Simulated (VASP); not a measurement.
Pb, 1 atom in the cell. It takes space group Im-3m (No. 229, cubic). Conventional cell: a = 3.849 Å, b = 3.849 Å, c = 3.849 Å, α = 90.00°, β = 90.00°, γ = 90.00°. Pb (site symmetry m-3m) has 14 Pb at 3.33 to 3.85 Å within 4.4 Å. 

```yaml
Program: VASP 6.6.1
Task: single point
Functional: PBEsol
Dispersion: D3(BJ)
Potentials_or_basis: VASP PAW PBE potentials, release 64 (Pb_d)
Cutoff: 520 eV
k_mesh: 9 × 9 × 9
Occupations: fermi-dirac, width 0.3 eV
Spin: no spin polarisation
Dipole_correction: no
Further_INCAR_settings: ALGO = Normal; EDIFF = 1e-07; NBANDS = 13
```

Potentials or basis: VASP PAW PBE potentials, release 64 (Pb_d).

Command:

```console
$ cat potpaw_PBE.64/Pb_d/POTCAR > POTCAR
$ mpirun -np 1 vasp_std > vasp.out
```

Hardware: 1 thread of Intel Xeon 6975P-C (shared host).

How long does it take, and how much memory?

Run time: 12 s on 1 thread of Intel Xeon 6975P-C (shared host), peak memory 0.17 GiB. Counts: scf iterations 11, k points 35.
